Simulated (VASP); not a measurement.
# Be (P2_1/m) in VASP: further runs

The runs below take Be through single point, with PBE+D3(BJ).

All numbers are computed with VASP 6.6.1; they aren't measurements. Logs are shortened: lines on timing, memory, paths and dates and some standing lists are left out, and cuts for length are marked.

### 1 The cell of the first run

The structure is monoclinic, space group P2_1/m (No. 11). Conventional cell: a = 2.251 Å, b = 3.559 Å, c = 2.251 Å, α = 90.00°, β = 120.00°, γ = 90.00°. Within 2.9 Å of Be (site symmetry m) lie 12 Be at 2.17 to 2.25 Å.

### 2 Single point, PBE+D3(BJ) (atoms displaced along a vibrational mode, the cell strained)

Input file INCAR:

```
SYSTEM = Be
PREC     = Accurate       ! precision mode
ENCUT    = 520            ! plane-wave cutoff, eV
EDIFF    = 1E-6           ! SCF threshold, eV
ISMEAR   = 0              ! smearing method
SIGMA    = 0.15           ! smearing width, eV
LREAL    = .False.        ! projectors in reciprocal space
LASPH    = .True.         ! aspherical terms in the spheres
NELM     = 80             ! most SCF steps
ALGO     = Fast           ! electronic algorithm
ISIF     = 2              ! what is computed and relaxed
LWAVE    = .False.        ! write WAVECAR
LCHARG   = .False.        ! write CHGCAR
GGA      = PE             ! functional
IVDW     = 12             ! dispersion correction
NBANDS   = 9              ! bands
```

Input file KPOINTS:

```
Automatic mesh
0
Gamma
  24 24 12
  0 0 0
```

Input file POSCAR:

```
Be
1.0
    2.2511737121      0.0000000000      0.0000000000
   -1.1255868561      1.9495736230      0.0000000000
    0.0000000000      0.0000000000      3.5585571504
Be
2
Direct
    0.3176165720      0.6666666667      0.2500000000
    0.6823834280      0.3333333333      0.7500000000
```

Potentials or basis: VASP PAW PBE potentials, release 64 (Be).

Launch:

```console
> cat potpaw_PBE.64/Be/POTCAR > POTCAR
> mpirun -np 1 vasp_std > vasp.out
```

OUTCAR:

```text
SYSTEM = Be
   PREC = Accurate
   ENCUT = 520
   EDIFF = 1E-6
   ISMEAR = 0
   LREAL = .False.
   LASPH = .True.
   NELM = 80
   ISIF = 2
   GGA = PE
   IVDW = 12
 IVDW          = 12

 ion  position               nearest neighbor table
   1  0.318  0.667  0.250-   2 2.17   2 2.17   2 2.20   2 2.20   2 2.24   2 2.24
   2  0.682  0.333  0.750-   1 2.17   1 2.17   1 2.20   1 2.20   1 2.24   1 2.24

  LATTYP: Found a hexagonal cell.
 ALAT       =     2.2511737121
 C/A-ratio  =     1.5807563545

  Lattice vectors:

 A1 = (   2.2511737121,   0.0000000000,   0.0000000000)
 A2 = (  -1.1255868561,   1.9495736230,   0.0000000000)
 A3 = (   0.0000000000,   0.0000000000,   3.5585571504)

Analysis of symmetry for initial positions (statically):
=====================================================================
 Subroutine PRICEL returns:
 Original cell was already a primitive cell.

 Routine SETGRP: Setting up the symmetry group for a
 hexagonal supercell.

 Subroutine GETGRP returns: Found  4 space group operations
 (whereof  2 operations were pure point group operations)
 out of a pool of 24 trial point group operations.

The static configuration has the point symmetry S_2 .
 The point group associated with its full space group is C_2h.

Analysis of symmetry for dynamics (positions and initial velocities):
=====================================================================
 Subroutine PRICEL returns:
 Original cell was already a primitive cell.

 Routine SETGRP: Setting up the symmetry group for a
 hexagonal supercell.

 Subroutine GETGRP returns: Found  4 space group operations
 (whereof  2 operations were pure point group operations)
 out of a pool of 24 trial point group operations.

The dynamic configuration has the point symmetry S_2 .
 The point group associated with its full space group is C_2h.

 Subroutine INISYM returns: Found  4 space group operations
 (whereof  2 operations are pure point group operations),
 and found     1 'primitive' translations

----------------------------------------------------------------------------------------

                                     Primitive cell

  volume of cell :      15.6179

  direct lattice vectors                    reciprocal lattice vectors
     2.251173712  0.000000000  0.000000000     0.444212721  0.256466334  0.000000000
    -1.125586856  1.949573623  0.000000000     0.000000000  0.512932668  0.000000000
     0.000000000  0.000000000  3.558557150     0.000000000  0.000000000  0.281012769

  length of vectors
     2.251173712  2.251173712  3.558557150     0.512932668  0.512932668  0.281012769

[... 88 lines left out ...]
   POTIM  = 0.5000    time-step for ionic-motion
   TEBEG  =    0.0;   TEEND  =   0.0 temperature during run
   PSTRESS=    0.0 pullay stress
   NELECT =       4.0000    total number of electrons
   NUPDOWN=      -1.0000    fix difference up-down
   EMIN   =  10.00;   EMAX   =-10.00  energy-range for DOS
   EFERMI =   0.00;   METHOD = LEGACY
   ISMEAR =     0;   SIGMA  =   0.15  broadening in eV -4-tet -1-fermi 0-gaus
   EFERMI_NEDOS =   21; number of points for ismear=-14 and -15
   IALGO  =     68    algorithm
   IMIX   =      4    mixing-type and parameters
     AMIX     =   0.40;   BMIX     =  1.00
     AMIX_MAG =   1.60;   BMIX_MAG =  1.00
  volume/ion in A,a.u.               =       7.81        52.70
  Fermi-wavevector in a.u.,A,eV,Ry     =   1.039650  1.964654 14.706167  1.080873
  Thomas-Fermi vector in A             =   2.174190
   LORBIT       =      0    0 simple, 1 ext, 2 COOP (PROOUT), +10 PAW based schemes
   GGA     = PE    functional components
   LHFCALC =     F    Hartree Fock is set to
   AEXX    =    0.0000 exact exchange contribution
   IVDW    =    12    specifies the selected vdW correction
   LEPSILON=     F    determine dielectric tensor
   LRPA    =     F    only Hartree local field effects (RPA)
 non-spin polarized calculation
 RMM-DIIS sequential band-by-band and
 Gauss-broadening in eV      SIGMA  =   0.15
  energy-cutoff  :      520.00
  volume of cell :       15.62
 maximum number of plane-waves:       446
 NGX is ok and might be reduce to    18
   NGX =  9   NGY =  9   NGZ = 13

 number of electron       4.0000000 magnetization

 Free energy of the ion-electron system (eV)
  ---------------------------------------------------
  ext. energy  EPLUGINS =         0.00000000
  ---------------------------------------------------
  free energy    TOTEN  =        -7.52272159 eV

  energy without entropy =       -7.52053278  energy(sigma->0) =       -7.52162718

 E-fermi :   7.1286     XC(G=0): -10.6464

 val. band max:        7.1285476731   @ k =   0.4583   0.2917   0.0833
 cond. band min:       7.1414650458   @ k =  -0.2083   0.4583   0.0833
 fundamental gap:      0.0129173727
 Fermi energy:         7.1286347815

 k-point     1 :       0.0000    0.0000    0.0000
  band No.  band energies     occupation
      1      -4.2926      2.00000
      2       2.6025      2.00000
      3       8.2151      0.00000
      4      23.1424      0.00000
      5      23.6129      0.00000
      6      25.8400      0.00000
      7      26.5713      0.00000
      8      28.1859      0.00000
      9      34.5241      0.00000
[... 265 lines left out ...]
 k-point    24 :       0.0000    0.3333    0.0000
  band No.  band energies     occupation
      1      -1.0793      2.00000
      2       6.7837      1.99885
      3       7.5934      0.00001
      4      13.5273      0.00000
      5      17.7029      0.00000
      6      19.4360      0.00000
      7      20.8646      0.00000
      8      24.7042      0.00000
      9      27.4142      0.00000

 [... further k-points ...]

------------------------ aborting loop because EDIFF is reached ----------------------------------------

 Edisp (eV)   -0.71935

 E8    (eV) :    -0.2492

  FORCE on cell =-STRESS in cart. coord.  units (eV):
  Direction    XX          YY          ZZ          XY          YZ          ZX
  --------------------------------------------------------------------------------------
  -------------------------------------------------------------------------------------
  Total      -0.53748    -0.52517    -0.64574     0.19088     0.00000     0.00000
  in kB     -55.13748   -53.87534   -66.24356    19.58198     0.00000     0.00000
  external pressure =      -58.42 kB  Pullay stress =        0.00 kB

 VOLUME and BASIS-vectors are now :
 -----------------------------------------------------------------------------
  energy-cutoff  :      520.00
  volume of cell :       15.62
      direct lattice vectors                 reciprocal lattice vectors
     2.251173712  0.000000000  0.000000000     0.444212721  0.256466334  0.000000000
    -1.125586856  1.949573623  0.000000000     0.000000000  0.512932668  0.000000000
     0.000000000  0.000000000  3.558557150     0.000000000  0.000000000  0.281012769

 POSITION                                       TOTAL-FORCE (eV/Angst)
 -----------------------------------------------------------------------------------
     -0.03538      1.29972      0.88964         0.253533      0.020561      0.000000
      1.16097      0.64986      2.66892        -0.253533     -0.020561      0.000000
 -----------------------------------------------------------------------------------
    total drift:                                0.000000     -0.000000      0.000000

  FREE ENERGIE OF THE ION-ELECTRON SYSTEM (eV)
  ---------------------------------------------------
  free  energy   TOTEN  =        -8.2420680407 eV

  energy  without entropy=       -8.2398792238  energy(sigma->0) =       -8.24097363
```

OSZICAR:

```text
N       E                     dE             d eps       ncg     rms          rms(c)
DAV:   1    -0.282478085852E+01   -0.28248E+01   -0.17948E+03 37020   0.366E+02
DAV:   2    -0.753439655499E+01   -0.47096E+01   -0.45941E+01 54864   0.543E+01
DAV:   3    -0.758929811513E+01   -0.54902E-01   -0.54277E-01 41517   0.383E+00
DAV:   4    -0.758938110863E+01   -0.82994E-04   -0.82989E-04 45171   0.154E-01
DAV:   5    -0.758938115379E+01   -0.45166E-07   -0.45479E-07 40857   0.351E-03    0.123E+00
RMM:   6    -0.754156106711E+01    0.47820E-01   -0.55196E-03 37214   0.792E-01    0.755E-01
RMM:   7    -0.752271909846E+01    0.18842E-01   -0.67985E-03 37929   0.790E-01    0.271E-02
RMM:   8    -0.752272117520E+01   -0.20767E-05   -0.37067E-04 40983   0.178E-01    0.111E-02
RMM:   9    -0.752272436373E+01   -0.31885E-05   -0.13999E-05 43295   0.250E-02    0.331E-03
RMM:  10    -0.752272229396E+01    0.20698E-05   -0.96255E-07 39479   0.730E-03    0.185E-03
RMM:  11    -0.752272159252E+01    0.70144E-06   -0.83498E-08 35772   0.255E-03
   1 F= -.82420680E+01 E0= -.82409736E+01  d E =-.218882E-02
```

stdout:

```text
POSCAR found type information on POSCAR Be
 POSCAR found :  1 types and       2 ions
 scaLAPACK will be used
 LDA part: xc-table for (Slater+PW92), standard interpolation
 POSCAR, INCAR and KPOINTS ok, starting setup
 FFT: planning ... GRIDC
 FFT: planning ... GRID_SOFT
 FFT: planning ... GRID
 WAVECAR not read
 entering main loop
```

Wall time 1.8 min (1 thread of Oxide Virtual Turin-like, shared host); peak memory 0.31 GiB.

Results:

| Property | Result |
| --- | --- |
| Free energy | -8.2421 eV |
| Pressure | -5.8 GPa |
| Largest force | 0.254 eV/Å |
| Band gap on the k mesh | zero (bands 2 and 3 overlap by 2.10 eV) |
| Dispersion energy per atom | -0.360 eV |

Forces on the atoms (eV/Å):
```
Be   0.254  0.021  0.000
Be  -0.254 -0.021  0.000
```

Stress tensor (GPa, compression positive):
```
-5.51  1.96  0.00
 1.96 -5.39  0.00
 0.00  0.00 -6.62
```

Caveat: the cell differs from its parent crystal (atoms displaced along a vibrational mode, the cell strained); the cell stands under tension.

(Continued in part 2 of 3.)
